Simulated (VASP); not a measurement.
## BAs: single point with r2SCAN

Crystal: BAs.

```xyz
2
Lattice="0.0000 2.3918 2.3918 2.3918 0.0000 2.3918 2.3918 2.3918 0.0000" Properties=species:S:1:pos:R:3 pbc="T T T"
B     1.1959    1.1959    1.1959
As    0.0000    0.0000    0.0000
```

```yaml
Program: VASP 6.6.1
Task: single point
Functional: r2SCAN
Potentials_or_basis: VASP PAW PBE potentials, release 64 (B, As)
Cutoff: 520 eV
k_mesh: 10 × 10 × 10
Occupations: gaussian, width 0.02 eV
Spin: no spin polarisation
Dipole_correction: no
Further_INCAR_settings: ALGO = Normal; EDIFF = 1e-06; NBANDS = 11
```

```json
{"Pressure": "0.3 GPa", "Band gap on the k mesh": "1.37 eV, indirect (least direct gap 3.44 eV)"}
```

Levels at points of the mesh, in eV from the valence-band top:
```csv
k point,band 1,band 2,band 3,band 4,band 5,band 6,band 7,band 8
"(0.00, 0.00, 0.00)",-16.12,0.00,0.00,0.00,3.44,3.44,3.44,5.10
"(0.50, 0.00, 0.00)",-13.11,-9.21,-1.93,-1.93,2.95,5.05,5.05,9.57
"(0.50, 0.50, 0.00)",-11.68,-9.04,-4.29,-4.29,1.62,1.70,12.12,12.12
```

Run time: 31 s on 1 thread of Intel(R) Xeon(R) 6975P-C (Granite Rapids), on a shared host, peak memory 0.16 GiB.

Caveat: the PAW data sets were made with another functional, which shifts forces and pressure a little. A k mesh can miss the band edges.
